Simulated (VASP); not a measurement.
# InP (I4/mmm) in VASP: a series of runs, part 2 of 2

VASP 6.6.1.

## Step 3: Electric field gradients, PBEsol (equal xx and yy strain of -3 %)

Input file INCAR:

```
SYSTEM = InP
ALGO = Normal ; EDIFF = 1E-8
ENCUT = 520 ; GGA = PS
ISIF = 2 ; ISMEAR = -1
LASPH = .True. ; LCHARG = .False.
LEFG = .True. ; LREAL = .False.
LWAVE = .False. ; NBANDS = 16
NELM = 100 ; PREC = Accurate
SIGMA = 0.03
```

Input file KPOINTS:

```
k-points
0
Gamma
  11 11 11
  0 0 0
```

Input file POSCAR:

```
InP
1.0
    0.0000000000      2.7693500000      2.8550000000
    2.7693500000      0.0000000000      2.8550000000
    2.7693500000      2.7693500000      0.0000000000
In P
1 1
Direct
    0.0000000000      0.0000000000      0.0000000000
    0.5000000000      0.5000000000      0.5000000000
```

Potentials or basis: VASP PAW PBE potentials, release 64 (In_d, P).

Command:

```
cat potpaw_PBE.64/In_d/POTCAR potpaw_PBE.64/P/POTCAR > POTCAR
mpirun -np 1 vasp_std > vasp.out
```

OUTCAR:

```text
SYSTEM = InP
   EDIFF = 1E-8
   ENCUT = 520
   GGA = PS
   ISIF = 2
   ISMEAR = -1
   LASPH = .True.
   LREAL = .False.
   NELM = 100
   PREC = Accurate

 ion  position               nearest neighbor table
   1  0.000  0.000  0.000-   2 2.77   2 2.77   2 2.77   2 2.77   2 2.85   2 2.85
   2  0.500  0.500  0.500-   1 2.77   1 2.77   1 2.77   1 2.77   1 2.85   1 2.85

  LATTYP: Found a body centered tetragonal cell.
 ALAT       =     3.9164523290
 C/A-ratio  =     1.4579521262

  Lattice vectors:

 A1 = (  -2.7693500000,   0.0000000000,   2.8550000000)
 A2 = (   2.7693500000,   0.0000000000,   2.8550000000)
 A3 = (   0.0000000000,   2.7693500000,  -2.8550000000)

Analysis of symmetry for initial positions (statically):
=====================================================================
 Subroutine PRICEL returns:
 Original cell was already a primitive cell.

 Routine SETGRP: Setting up the symmetry group for a
 body centered tetragonal supercell.

 Subroutine GETGRP returns: Found 16 space group operations
 (whereof 16 operations were pure point group operations)
 out of a pool of 16 trial point group operations.

The static configuration has the point symmetry D_4h.

Analysis of symmetry for dynamics (positions and initial velocities):
=====================================================================
 Subroutine PRICEL returns:
 Original cell was already a primitive cell.

 Routine SETGRP: Setting up the symmetry group for a
 body centered tetragonal supercell.

 Subroutine GETGRP returns: Found 16 space group operations
 (whereof 16 operations were pure point group operations)
 out of a pool of 16 trial point group operations.

The dynamic configuration has the point symmetry D_4h.

 Subroutine INISYM returns: Found 16 space group operations
 (whereof 16 operations are pure point group operations),
 and found     1 'primitive' translations

----------------------------------------------------------------------------------------

                                     Primitive cell

  volume of cell :      43.7917

  direct lattice vectors                    reciprocal lattice vectors
     0.000000000  2.769350000  2.855000000    -0.180547782  0.180547782  0.175131349
     2.769350000  0.000000000  2.855000000     0.180547782 -0.180547782  0.175131349
     2.769350000  2.769350000  0.000000000     0.180547782  0.180547782 -0.175131349

  length of vectors
     3.977477143  3.977477143  3.916452329     0.309622338  0.309622338  0.309622338

  position of ions in fractional coordinates (direct lattice)
     0.000000000  0.000000000  0.000000000
     0.500000000  0.500000000  0.500000000

  ion indices of the primitive-cell ions
   primitive index   ion index
                 1           1
                 2           2

----------------------------------------------------------------------------------------

 KPOINTS: k-points

Automatic generation of k-mesh.
 Grid dimensions read from file:
 generate k-points for:   11   11   11

 Generating k-lattice:

[... 64 lines left out ...]
   NSW    =      0    number of steps for IOM
   IBRION =     -1    ionic relax: 0-MD 1-quasi-New 2-CG
   NFREE  =      0    steps in history (QN), initial steepest desc. (CG)
   ISIF   =      2    stress and relaxation
   ISYM   =      2    0-nonsym 1-usesym 2-fastsym
   POTIM  = 0.5000    time-step for ionic-motion
   TEBEG  =    0.0;   TEEND  =   0.0 temperature during run
   PSTRESS=    0.0 pullay stress
   NELECT =      18.0000    total number of electrons
   NUPDOWN=      -1.0000    fix difference up-down
   EMIN   =  10.00;   EMAX   =-10.00  energy-range for DOS
   EFERMI =   0.00;   METHOD = LEGACY
   ISMEAR =    -1;   SIGMA  =   0.03  broadening in eV -4-tet -1-fermi 0-gaus
   EFERMI_NEDOS =   21; number of points for ismear=-14 and -15
   IALGO  =     38    algorithm
   IMIX   =      4    mixing-type and parameters
     AMIX     =   0.40;   BMIX     =  1.00
     AMIX_MAG =   1.60;   BMIX_MAG =  1.00
  volume/ion in A,a.u.               =      21.90       147.76
  Fermi-wavevector in a.u.,A,eV,Ry     =   1.217218  2.300209 20.158662  1.481620
  Thomas-Fermi vector in A             =   2.352546
   LORBIT       =      0    0 simple, 1 ext, 2 COOP (PROOUT), +10 PAW based schemes
   GGA     = PS    functional components
   LHFCALC =     F    Hartree Fock is set to
   AEXX    =    0.0000 exact exchange contribution
   IVDW    =     0    specifies the selected vdW correction
   LEPSILON=     F    determine dielectric tensor
   LRPA    =     F    only Hartree local field effects (RPA)
 non-spin polarized calculation
  energy-cutoff  :      520.00
  volume of cell :       43.79
 maximum number of plane-waves:      1203
 NGX is ok and might be reduce to    30
   NGX = 15   NGY = 15   NGZ = 15

 number of electron      18.0000002 magnetization

 Free energy of the ion-electron system (eV)
  ---------------------------------------------------
  ext. energy  EPLUGINS =         0.00000000
  ---------------------------------------------------
  free energy    TOTEN  =        -8.73805314 eV

  energy without entropy =       -8.73575454  energy(sigma->0) =       -8.73690384

 E-fermi :   6.5235     XC(G=0): -10.4102

 val. band max:        6.4971484608   @ k =   0.4545  -0.0000   0.2727
 cond. band min:       6.5487090922   @ k =   0.3636  -0.0000   0.0000
 fundamental gap:      0.0515606314
 Fermi energy:         6.5235048947

 k-point     1 :       0.0000    0.0000    0.0000
  band No.  band energies     occupation
      1      -7.5461      2.00000
      2      -7.5449      2.00000
      3      -7.5328      2.00000
      4      -7.5185      2.00000
      5      -7.5185      2.00000
      6      -5.2527      2.00000
[... 433 lines left out ...]
      3      -7.5205      2.00000
      4      -7.4866      2.00000
      5      -7.4753      2.00000
      6      -4.2037      2.00000
[... 8 lines left out ...]
     15      16.1786      0.00000
     16      17.5112      0.00000

 [... further k-points ...]
[... 5 lines left out ...]
  --------------------------------------------------------------------------------------
  -------------------------------------------------------------------------------------
  Total       -1.1186865     -1.1186865     -1.9650862      0.0000000      0.0000000      0.0000000
  in kB      -40.9286278    -40.9286278    -71.8952810      0.0000000      0.0000000      0.0000000
  external PRESSURE =     -51.2508455 kB  Pullay stress =       0.0000000 kB

 VOLUME and BASIS-vectors are now :
 -----------------------------------------------------------------------------
  energy-cutoff  :      520.00
  volume of cell :       43.79
      direct lattice vectors                 reciprocal lattice vectors
     0.000000000  2.769350000  2.855000000    -0.180547782  0.180547782  0.175131349
     2.769350000  0.000000000  2.855000000     0.180547782 -0.180547782  0.175131349
     2.769350000  2.769350000  0.000000000     0.180547782  0.180547782 -0.175131349

 POSITION                                       TOTAL-FORCE (eV/Angst)
 -----------------------------------------------------------------------------------
      0.00000      0.00000      0.00000         0.000000     -0.000000      0.000000
      2.76935      2.76935      2.85500        -0.000000      0.000000      0.000000
 -----------------------------------------------------------------------------------
    total drift:                               -0.000000      0.000000      0.000000

  FREE ENERGIE OF THE ION-ELECTRON SYSTEM (eV)
  ---------------------------------------------------
  free  energy   TOTEN  =        -8.7380531364 eV

  energy  without entropy=       -8.7357545387  energy(sigma->0) =       -8.73690384

 Electric field gradients (V/A^2)
---------------------------------------------------------------------
 ion       V_xx      V_yy      V_zz      V_xy      V_xz      V_yz
---------------------------------------------------------------------
   1     -14.910   -14.910    29.821     0.002     0.001     0.001
   2       0.892     0.892    -1.784    -0.000    -0.000    -0.000
---------------------------------------------------------------------

 Electric field gradients after diagonalization (V/A^2)
 (convention: |V_zz| > |V_xx| > |V_yy|)
----------------------------------------------------------------------
 ion       V_xx      V_yy      V_zz     asymmetry (V_yy - V_xx)/ V_zz
----------------------------------------------------------------------
   1     -14.913   -14.908    29.821       0.000
   2       0.892     0.891    -1.784       0.001
----------------------------------------------------------------------

           NMR quadrupolar parameters

 Cq : quadrupolar parameter    Cq=e*Q*V_zz/h
 eta: asymmetry parameters     (V_yy - V_xx)/ V_zz
 Q  : nuclear electric quadrupole moment in mb (millibarn)
----------------------------------------------------------------------
 ion       Cq(MHz)       eta       Q (mb)
----------------------------------------------------------------------
   1       0.072       0.000       1.000
   2      -0.004       0.001       1.000
----------------------------------------------------------------------
```

OSZICAR:

```text
N       E                     dE             d eps       ncg     rms          rms(c)
DAV:   1     0.107412586437E+03    0.10741E+03   -0.84650E+03  4072   0.131E+03
DAV:   2    -0.240480897937E+01   -0.10982E+03   -0.10525E+03  4456   0.304E+02
DAV:   3    -0.885068196959E+01   -0.64459E+01   -0.63557E+01  5256   0.702E+01
DAV:   4    -0.900821788543E+01   -0.15754E+00   -0.15746E+00  5192   0.112E+01
DAV:   5    -0.901526918125E+01   -0.70513E-02   -0.70511E-02  5880   0.211E+00    0.433E+00
DAV:   6    -0.874992958710E+01    0.26534E+00   -0.48944E-01  6088   0.121E+01    0.242E+00
DAV:   7    -0.874034178444E+01    0.95878E-02   -0.55450E-02  5640   0.211E+00    0.103E+00
DAV:   8    -0.873807947621E+01    0.22623E-02   -0.40264E-03  5160   0.709E-01    0.113E-01
DAV:   9    -0.873804343122E+01    0.36045E-04   -0.24370E-04  6320   0.216E-01    0.682E-02
DAV:  10    -0.873805075152E+01   -0.73203E-05   -0.21241E-05  5024   0.369E-02    0.271E-02
DAV:  11    -0.873805312681E+01   -0.23753E-05   -0.34202E-06  5352   0.164E-02    0.305E-03
DAV:  12    -0.873805318749E+01   -0.60680E-07   -0.34170E-07  5168   0.852E-03    0.213E-03
DAV:  13    -0.873805316543E+01    0.22060E-07   -0.19216E-08  4576   0.156E-03    0.136E-03
DAV:  14    -0.873805314249E+01    0.22944E-07   -0.70520E-09  3160   0.730E-04    0.792E-05
DAV:  15    -0.873805313643E+01    0.60554E-08   -0.94848E-10  2944   0.334E-04
   1 F= -.87380531E+01 E0= -.87369038E+01  d E =-.229860E-02
```

Wall time 44 s (1 thread of Intel Xeon 6975P-C (Granite Rapids), shared host); peak memory 0.23 GiB.

Results:

```yaml
Free_energy: -8.7381 eV
Pressure: -5.1 GPa
Band_gap_on_the_k_mesh: zero (band 9 reaches 6.91 eV, above the bottom of band 10 at 4.41 eV)
```

Electric field gradients, principal values (V/Å²):
| atom | least | middle | greatest (by size) |
| --- | --- | --- | --- |
| 1 In | -14.908 | -14.913 | 29.821 |
| 2 P | 0.891 | 0.892 | -1.784 |

Caveat: the cell differs from its parent crystal (equal xx and yy strain of -3 %); without QUAD_EFG the Cq values of the log hold for a quadrupole moment of 1 mb, not for the nuclei; the PAW data sets were made with another functional, which shifts forces and pressure a little; spin-orbit coupling is left out, which moves the levels of the heavy elements.
